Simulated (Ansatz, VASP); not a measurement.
**Ge5Pd in VASP and in Ansatz**

INCAR

```
  ALGO = Normal
  EDIFF = 1E-7
  ENCUT = 520
  GGA = PE
  ISIF = 2
  ISMEAR = 0
  LASPH = True
  LCHARG = True
  LELF = True
  LREAL = False
  LVHAR = True
  LWAVE = False
  NBANDS = 49
  NELM = 80
  PREC = Accurate
  SIGMA = 0.1
```

Contents of KPOINTS:

```
k-points
0
Gamma
  4 4 4
```

File POSCAR:

```
Ge5Pd
1.0
    0.0000000000      4.0526688700      4.0526688700
    4.0526688700      0.0000000000      4.0526688700
    4.0526688700      4.0526688700      0.0000000000
Ge Pd
5 1
Direct
    0.5000000000      0.5000000000      0.5000000000
    0.6401392900      0.6401392900      0.6401392900
    0.6401392900      0.6401392900      0.0795821300
    0.6401392900      0.0795821300      0.6401392900
    0.0795821300      0.6401392900      0.6401392900
    0.0000000000      0.0000000000      0.0000000000
```

Input for Ansatz:

```yaml
crystal:
  lattice:
    - [0.0, 4.05266887, 4.05266887]
    - [4.05266887, 0.0, 4.05266887]
    - [4.05266887, 4.05266887, 0.0]
  atoms:
    - { symbol: Ge, position: [0.5, 0.5, 0.5] }
    - { symbol: Ge, position: [0.64013929, 0.64013929, 0.64013929] }
    - { symbol: Ge, position: [0.64013929, 0.64013929, 0.07958213] }
    - { symbol: Ge, position: [0.64013929, 0.07958213, 0.64013929] }
    - { symbol: Ge, position: [0.07958213, 0.64013929, 0.64013929] }
    - { symbol: Pd, position: [0.0, 0.0, 0.0] }
basis:
  ecutwfc: 420
kpoints:
  mp_grid: { grid: [4, 4, 4] }
hamiltonian:
  xc: pbe
scf:
  occupations: { method: gaussian, width: 0.1 }
  lower_state_search: "off"
output:
  forces: true
  stress: true
  eigenvalues: true
```

Alike in both runs: task single point; functional PBE; k mesh 4 × 4 × 4; occupations gaussian, width 0.1 eV; no spin polarisation.

|  | VASP | Ansatz |
| --- | --- | --- |
| version | VASP 6.6.1 | Ansatz 0.2.0 |
| potentials or method | VASP PAW PBE potentials, release 64 (Ge_d, Pd), cutoff 520 eV | scalar-relativistic, plane waves, PAW |
| valence electrons in the cell | 80 | 88 |

Ansatz gave:

| Item | Value |
| --- | --- |
| gap on the k mesh at the Fermi level (eV) | none |
| rms of the force components (eV/Å) | 4.133 |

Which values does VASP return?

gap on the k mesh at the Fermi level (eV): none; rms of the force components (eV/Å): 4.257.

Atom by atom the forces differ by 0.124 eV/Å (rms over components). A gap of «none» marks a metal or a gap that the smearing closes. VASP's potentials hold 80 valence electrons a cell and Ansatz's 88, so a difference there can come from the potentials and not from the codes.
